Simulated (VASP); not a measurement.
Input of a VASP 6.6.1 run:

File INCAR:

```
SYSTEM = Co
PREC = Accurate ; ENCUT = 600
EDIFF = 1E-6 ; ISMEAR = -1
SIGMA = 0.1 ; LREAL = .False.
LASPH = .True. ; NELM = 60
ALGO = Normal ; ISIF = 3
LWAVE = .False. ; LCHARG = .False.
GGA = RE ; IBRION = 2
NSW = 80 ; EDIFFG = -0.01
```

KPOINTS

```
Automatic mesh
0
Gamma
  16 16 16
  0 0 0
```

The input POSCAR:

```
Co
1.0
   -1.4041371717      1.4041371717      1.4041371717
    1.4041371717     -1.4041371717      1.4041371717
    1.4041371717      1.4041371717     -1.4041371717
Co
1
Direct
    0.0000000000      0.0000000000      0.0000000000
```

Potentials or basis: VASP PAW PBE potentials, release 64 (Co).

Launch:

```bash
$ cat potpaw_PBE.64/Co/POTCAR > POTCAR
$ mpirun -np 1 vasp_std > vasp.out
```

Estimate the relaxed cell.

a = 2.407 Å, b = 2.407 Å, c = 2.407 Å, α = 109.47°, β = 109.47°, γ = 109.47°.

Estimate the space group after relaxing (to 0.05 Å).

Im-3m (No. 229).

Estimate the relaxed volume.

10.74 Å³/atom.

Step by step:
```
step  energy change (eV)  largest force (eV/Å)  pressure (GPa)  volume (Å³)
   1              0.0000                0.0000           -6.31        11.07
   2              0.0011                0.0000            7.76        10.39
   3             -0.0069                0.0000           -0.01        10.74
```

Caveat: the PAW data sets were made with another functional, which shifts forces and pressure a little; the run has no spin polarisation, though such a crystal can be magnetic. Spin polarisation is off, so any magnetic state and its effect on volume and gap are missing.
